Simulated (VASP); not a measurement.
# Ni (Im-3m) in VASP: further runs, part 2 of 2

VASP 6.6.1. Earlier steps stand in the parts before.

### 6 Relaxation of cell and atoms, revPBE+D4, collinear spin, ferromagnetic start

INCAR reads:

```
ALGO = Normal ; EDIFF = 1E-6
EDIFFG = -0.01 ; ENCUT = 600
GGA = RE ; IBRION = 2
ISIF = 3 ; ISMEAR = -1
ISPIN = 2 ; IVDW = 13
LASPH = T ; LCHARG = F
LMAXMIX = 4 ; LORBIT = 11
LREAL = F ; LWAVE = F
MAGMOM = 1 ; NELM = 150
NSW = 60 ; PREC = Accurate
SIGMA = 0.05
```

KPOINTS reads:

```
k-points
0
Gamma
  13 13 13
```

POSCAR reads:

```
Ni
1.0
   -1.3837154700      1.3837154700      1.3837154700
    1.3837154700     -1.3837154700      1.3837154700
    1.3837154700      1.3837154700     -1.3837154700
Ni
1
Direct
    0.0000000000      0.0000000000      0.0000000000
```

Potentials or basis: VASP PAW PBE potentials, release 64 (Ni).

Started as:

```bash
$ cat potpaw_PBE.64/Ni/POTCAR > POTCAR
$ mpirun -np 1 vasp_std > vasp.out
```

OUTCAR:

```text
EDIFF = 1E-6
   EDIFFG = -0.01
   ENCUT = 600
   GGA = RE
   IBRION = 2
   ISIF = 3
   ISMEAR = -1
   ISPIN = 2
   IVDW = 13
   LASPH = T
   LORBIT = 11
   LREAL = F
   NELM = 150
   NSW = 60
   PREC = Accurate

 ion  position               nearest neighbor table
   1  0.000  0.000  0.000-

  LATTYP: Found a body centered cubic cell.
 ALAT       =     2.7674309400

  Lattice vectors:

 A1 = (  -1.3837154700,   1.3837154700,   1.3837154700)
 A2 = (   1.3837154700,  -1.3837154700,   1.3837154700)
 A3 = (   1.3837154700,   1.3837154700,  -1.3837154700)

Analysis of symmetry for initial positions (statically):
=====================================================================
 Subroutine PRICEL returns:
 Original cell was already a primitive cell.

 Routine SETGRP: Setting up the symmetry group for a
 body centered cubic supercell.

 Subroutine GETGRP returns: Found 48 space group operations
 (whereof 48 operations were pure point group operations)
 out of a pool of 48 trial point group operations.

The static configuration has the point symmetry O_h .

Analysis of symmetry for dynamics (positions and initial velocities):
=====================================================================
 Subroutine PRICEL returns:
 Original cell was already a primitive cell.

 Routine SETGRP: Setting up the symmetry group for a
 body centered cubic supercell.

 Subroutine GETGRP returns: Found 48 space group operations
 (whereof 48 operations were pure point group operations)
 out of a pool of 48 trial point group operations.

The dynamic configuration has the point symmetry O_h .

Analysis of structural, dynamic, and magnetic symmetry:
=====================================================================
 Subroutine PRICEL returns:
 Original cell was already a primitive cell.

 Routine SETGRP: Setting up the symmetry group for a
 body centered cubic supercell.

 Subroutine GETGRP returns: Found 48 space group operations
 (whereof 48 operations were pure point group operations)
 out of a pool of 48 trial point group operations.

The overall configuration has the point symmetry O_h .

 Subroutine INISYM returns: Found 48 space group operations
 (whereof 48 operations are pure point group operations),
 and found     1 'primitive' translations

----------------------------------------------------------------------------------------

                                     Primitive cell

  volume of cell :      10.5974

  direct lattice vectors                    reciprocal lattice vectors
    -1.383715470  1.383715470  1.383715470     0.000000000  0.361345964  0.361345964
     1.383715470 -1.383715470  1.383715470     0.361345964  0.000000000  0.361345964
     1.383715470  1.383715470 -1.383715470     0.361345964  0.361345964  0.000000000

  length of vectors
     2.396665497  2.396665497  2.396665497     0.511020363  0.511020363  0.511020363

  position of ions in fractional coordinates (direct lattice)
     0.000000000  0.000000000  0.000000000

  ion indices of the primitive-cell ions
   primitive index   ion index
                 1           1

----------------------------------------------------------------------------------------

 KPOINTS: k-points

Automatic generation of k-mesh.
 Grid dimensions read from file:
 generate k-points for:   13   13   13
[... 25 lines left out ...]
  0.307692  0.000000  0.000000     12.000000
  0.384615  0.000000  0.000000     12.000000
[... 16 lines left out ...]
  0.153846  0.076923  0.076923     24.000000
  0.230769  0.076923  0.076923     24.000000
 [... further k-points ...]
   k-points           NKPTS =     84   k-points in BZ     NKDIM =     84   number of bands    NBANDS=     10
   number of dos      NEDOS =    301   number of ions     NIONS =      1
   total plane-waves  NPLWV =   8000
   dimension x,y,z NGX =    20 NGY =   20 NGZ =   20
   dimension x,y,z NGXF=    40 NGYF=   40 NGZF=   40
   ions per type =               1
   NGX,Y,Z   is equivalent  to a cutoff of  13.87, 13.87, 13.87 a.u.
   NGXF,Y,Z  is equivalent  to a cutoff of  27.75, 27.75, 27.75 a.u.
 SYSTEM =  unknown system
   PREC   = accura    normal or accurate (medium, high low for compatibility)
   ISTART =      0    job   : 0-new  1-cont  2-samecut
   ICHARG =      2    charge: 1-file 2-atom 10-const
   ISPIN  =      2    spin polarized calculation?
   LNONCOLLINEAR =      F non collinear calculations
   LSORBIT =      F    spin-orbit coupling
   LASPH  =      T    aspherical Exc in radial PAW
   ENCUT  =  600.0 eV  44.10 Ry    6.64 a.u.   4.79  4.79  4.79*2*pi/ulx,y,z
   NELM   =    150;   NELMIN=  2; NELMDL= -5     # of ELM steps
   EDIFF  = 0.1E-05   stopping-criterion for ELM
   LREAL  =      F    real-space projection
   EDIFFG = -.1E-01   stopping-criterion for IOM
   NSW    =     60    number of steps for IOM
   IBRION =      2    ionic relax: 0-MD 1-quasi-New 2-CG
   NFREE  =      1    steps in history (QN), initial steepest desc. (CG)
   ISIF   =      3    stress and relaxation
   ISYM   =      2    0-nonsym 1-usesym 2-fastsym
   POTIM  = 0.5000    time-step for ionic-motion
   TEBEG  =    0.0;   TEEND  =   0.0 temperature during run
   PSTRESS=    0.0 pullay stress
   NELECT =      10.0000    total number of electrons
   NUPDOWN=      -1.0000    fix difference up-down
   EMIN   =  10.00;   EMAX   =-10.00  energy-range for DOS
   EFERMI =   0.00;   METHOD = LEGACY
   ISMEAR =    -1;   SIGMA  =   0.05  broadening in eV -4-tet -1-fermi 0-gaus
   EFERMI_NEDOS =   21; number of points for ismear=-14 and -15
   IALGO  =     38    algorithm
   IMIX   =      4    mixing-type and parameters
     AMIX     =   0.40;   BMIX     =  1.00
     AMIX_MAG =   1.60;   BMIX_MAG =  1.00
  volume/ion in A,a.u.               =      10.60        71.51
  Fermi-wavevector in a.u.,A,eV,Ry     =   1.605738  3.034405 35.081190  2.578395
  Thomas-Fermi vector in A             =   2.702037
   LORBIT       =     11    0 simple, 1 ext, 2 COOP (PROOUT), +10 PAW based schemes
   GGA     = RE    functional components
   LHFCALC =     F    Hartree Fock is set to
   AEXX    =    0.0000 exact exchange contribution
   IVDW    =    13    specifies the selected vdW correction
   LEPSILON=     F    determine dielectric tensor
   LRPA    =     F    only Hartree local field effects (RPA)
 conjugate gradient relaxation of ions
 spin polarized calculation
  energy-cutoff  :      600.00
  volume of cell :       10.60
 maximum number of plane-waves:       370
   NGX =  9   NGY =  9   NGZ =  9

--------------------------------------- Ionic step        1  -------------------------------------------

 number of electron      10.0000001 magnetization       0.5811318

 Free energy of the ion-electron system (eV)
  ---------------------------------------------------
  ext. energy  EPLUGINS =         0.00000000
  ---------------------------------------------------
  free energy    TOTEN  =        -4.95342634 eV

  energy without entropy =       -4.93933516  energy(sigma->0) =       -4.94638075

------------------------ aborting loop because EDIFF is reached ----------------------------------------

  DFT-D4 for vdW energy calculation

  Edisp (eV):   -0.80744
[... 69 lines left out ...]
--------------------------------------- Ionic step        3  -------------------------------------------

 number of electron      10.0000001 magnetization       0.5814270

 Free energy of the ion-electron system (eV)
  ---------------------------------------------------
  ext. energy  EPLUGINS =         0.00000000
  ---------------------------------------------------
  free energy    TOTEN  =        -4.95310964 eV

  energy without entropy =       -4.93902630  energy(sigma->0) =       -4.94606797

 E-fermi :   9.7230     XC(G=0): -13.3194

 val. band max:        9.7134483496   @ k =   0.4615   0.0000   0.0000
 cond. band min:       9.7291383863   @ k =   0.4615   0.0000   0.0000
 fundamental gap:      0.0156900366
 Fermi energy:         9.7230266132

 spin component 1

 k-point     1 :       0.0000    0.0000    0.0000
  band No.  band energies     occupation
      1       0.6739      1.00000
      2       7.3584      1.00000
      3       7.3584      1.00000
      4       7.3584      1.00000
      5       8.8174      1.00000
      6       8.8174      1.00000
      7      36.4477      0.00000
      8      36.4477      0.00000
      9      36.4477      0.00000
     10      41.5324      0.00000
[... 287 lines left out ...]
 k-point    24 :       0.2308    0.0769    0.0769
  band No.  band energies     occupation
      1       4.3818      1.00000
      2       6.6371      1.00000
      3       6.9807      1.00000
      4       8.6899      1.00000
      5       8.8976      1.00000
      6       9.4754      0.99298
      7      23.1175      0.00000
      8      27.7469      0.00000
      9      29.2268      0.00000
     10      37.9876      0.00000

 [... further k-points ...]

 spin component 2

 k-point     1 :       0.0000    0.0000    0.0000
  band No.  band energies     occupation
      1       0.6527      1.00000
      2       8.0702      1.00000
      3       8.0702      1.00000
      4       8.0702      1.00000
      5       9.3350      0.99957
      6       9.3350      0.99957
      7      36.3334      0.00000
      8      36.3334      0.00000
      9      36.3334      0.00000
     10      41.4469      0.00000
[... 331 lines left out ...]
  FREE ENERGIE OF THE ION-ELECTRON SYSTEM (eV)
  ---------------------------------------------------
  free  energy   TOTEN  =        -5.7608632864 eV

  energy  without entropy=       -5.7467799430  energy(sigma->0) =       -5.75382161

 reached required accuracy - stopping structural energy minimisation

 total charge

# of ion       s       p       d       tot
------------------------------------------
    1        0.502   0.513   8.342   9.357

 magnetization (x)

# of ion       s       p       d       tot
------------------------------------------
    1       -0.004  -0.017   0.608   0.587
```

OSZICAR:

```text
N       E                     dE             d eps       ncg     rms          rms(c)
DAV:   1     0.309707233138E+02    0.30971E+02   -0.52564E+03  3376   0.144E+03
DAV:   2    -0.500164043953E+01   -0.35972E+02   -0.34384E+02  3404   0.183E+02
[... 19 lines left out ...]
       N       E                     dE             d eps       ncg     rms          rms(c)
DAV:   1    -0.495337718098E+01   -0.11965E-02   -0.35834E-03  3618   0.975E-01    0.142E-01
DAV:   2    -0.495322705576E+01    0.15013E-03   -0.40644E-03  3648   0.910E-01    0.901E-02
DAV:   3    -0.495311478979E+01    0.11227E-03   -0.74940E-04  3580   0.411E-01    0.218E-02
DAV:   4    -0.495311015218E+01    0.46376E-05   -0.35871E-06  3582   0.174E-02    0.126E-02
DAV:   5    -0.495310964374E+01    0.50844E-06   -0.13446E-06  1746   0.945E-03
   3 F= -.57608633E+01 E0= -.57538216E+01  d E =0.429534E-06  mag=     0.5814
```

CONTCAR:

```text
Ni
   1.00000000000000
    -1.3835306019834857    1.3835306019834857    1.3835306019834857
     1.3835306019834857   -1.3835306019834857    1.3835306019834857
     1.3835306019834857    1.3835306019834857   -1.3835306019834857
  Ni
     1
Direct
     0.0000000000000000    0.0000000000000000    0.0000000000000000

  0.00000000E+00  0.00000000E+00  0.00000000E+00
```

It took 33 s on 1 thread of Intel Xeon Platinum 8488C (Sapphire Rapids), shared host; peak memory 0.14 GiB.

Results:

- Free energy: -5.7609 eV
- Relaxed volume: 10.59 Å³/atom
- Relaxed cell: a = 2.396 Å, b = 2.396 Å, c = 2.396 Å, α = 109.47°, β = 109.47°, γ = 109.47°
- Space group after relaxing (to 0.05 Å): Im-3m (No. 229)
- Energy gained by relaxing: 0.0 meV/atom
- Ionic steps: 3
- Pressure after relaxing: 0.1 GPa
- Net moment: 0.58 μB per cell
- Site moments: Ni +0.59 μB
- Valence electrons inside the program's atomic spheres: Ni 9.36
- Dispersion energy per atom: -0.808 eV

Final structure:
```
Ni
1.0
    -1.38353    1.38353    1.38353
     1.38353   -1.38353    1.38353
     1.38353    1.38353   -1.38353
Ni
1
Direct
  0.00000 0.00000 0.00000
```

Caveat: the PAW data sets were made with another functional, which shifts forces and pressure a little; pairwise dispersion overbinds metals, which lowers pressure and volume.

### 7 Overview

| task | level | cell | cutoff (eV) | gap on the mesh (eV) | pressure (GPa) | moment (μB) | relaxed volume (Å³/atom) |
| --- | --- | --- | --- | --- | --- | --- | --- |
| relaxation of cell and atoms | BLYP | relaxed from a = 2.397 Å, angles 109.5°, 1 atom | 600 | none | -0.1 | 0.58 | 11.58 |
| single point | revPBE+D3(BJ) | a = 2.388 Å, angles 109.5°, 1 atom | 520 | none | -0.1 | 0.58 | - |
| single point | revPBE+D4 | a = 2.397 Å, angles 109.5°, 1 atom | 520 | none | -0.1 | 0.58 | - |
| relaxation of cell and atoms | revPBE+D3(BJ) | relaxed from a = 2.397 Å, angles 109.5°, 1 atom | 600 | none | -0.1 | 0.58 | 10.47 |
| relaxation of cell and atoms | revPBE+D4 | relaxed from a = 2.397 Å, angles 109.5°, 1 atom | 600 | none | 0.1 | 0.58 | 10.59 |

Alike in all rows: potentials or basis VASP PAW PBE potentials, release 64 (Ni); spin collinear, ferromagnetic start; k mesh 13 × 13 × 13; smearing fermi-dirac 0.05 eV.

Caveats: the PAW data sets were made with another functional, which shifts forces and pressure a little; pairwise dispersion overbinds metals, which lowers pressure and volume (some runs).

Absolute energies hang on the potentials; compare differences alone.
